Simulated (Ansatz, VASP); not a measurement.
One calculation of TiC, two programs

File INCAR:

```
SYSTEM = TiC
ALGO = Normal
EDIFF = 1E-6
ENCUT = 520
GGA = PS
ISIF = 2
ISMEAR = 0
LASPH = .True.
LCHARG = .True.
LELF = .True.
LREAL = .False.
LVHAR = .True.
LWAVE = .False.
NBANDS = 15
NELM = 60
PREC = Accurate
SIGMA = 0.15
```

KPOINTS

```
k-points
0
Gamma
  24 24 24
  0 0 0
```

File POSCAR:

```
TiC
1.0
    0.0000000000      2.1466854677      2.1466854677
    2.1466854677      0.0000000000      2.1466854677
    2.1466854677      2.1466854677      0.0000000000
Ti C
1 1
Direct
    0.0000000000      0.0000000000      0.0000000000
    0.5291146518      0.5291146518      0.4708853482
```

Input for Ansatz:

```yaml
crystal:
  lattice:
    - [0.0, 2.1466854677, 2.1466854677]
    - [2.1466854677, 0.0, 2.1466854677]
    - [2.1466854677, 2.1466854677, 0.0]
  atoms:
    - { symbol: Ti, position: [0.0, 0.0, 0.0] }
    - { symbol: C, position: [0.5291146518, 0.5291146518, 0.4708853482] }
basis:
  ecutwfc: 420
kpoints:
  mp_grid: { grid: [24, 24, 24] }
hamiltonian:
  xc: pbesol
scf:
  occupations: { method: gaussian, width: 0.15 }
output:
  forces: true
  stress: true
  eigenvalues: true
```

Change from the starting cell: all C atoms moved +0.125 Å, as atom 2 along Cartesian [0 0 1].

Alike in both runs: task single point; functional PBEsol; k mesh 24 × 24 × 24; occupations gaussian, width 0.15 eV; no spin polarisation.

|  | VASP | Ansatz |
| --- | --- | --- |
| version | VASP 6.6.1 | Ansatz 0.2.0 |
| potentials or method | VASP PAW PBE potentials, release 64 (Ti_sv, C), cutoff 520 eV | scalar-relativistic, plane waves, PAW |
| valence electrons in the cell | 16 | 16 |

VASP gave:

| Property | Result |
| --- | --- |
| gap on the k mesh at the Fermi level (eV) | none |
| pressure (GPa) | 2.2 |
| traceless stress, the component that is largest in VASP (GPa) | 3.36 |
| rms of the force components (eV/Å) | 0.727 |

Question: What did Ansatz give for the same quantities?

Answer: gap on the k mesh at the Fermi level (eV): none; pressure (GPa): 2.0; traceless stress, the component that is largest in VASP (GPa): 3.33; rms of the force components (eV/Å): 0.725.

VASP's potentials were made for PBE, not for PBEsol. Atom by atom the forces differ by 0.002 eV/Å (rms over components). A gap of «none» marks a metal or a gap that the smearing closes.
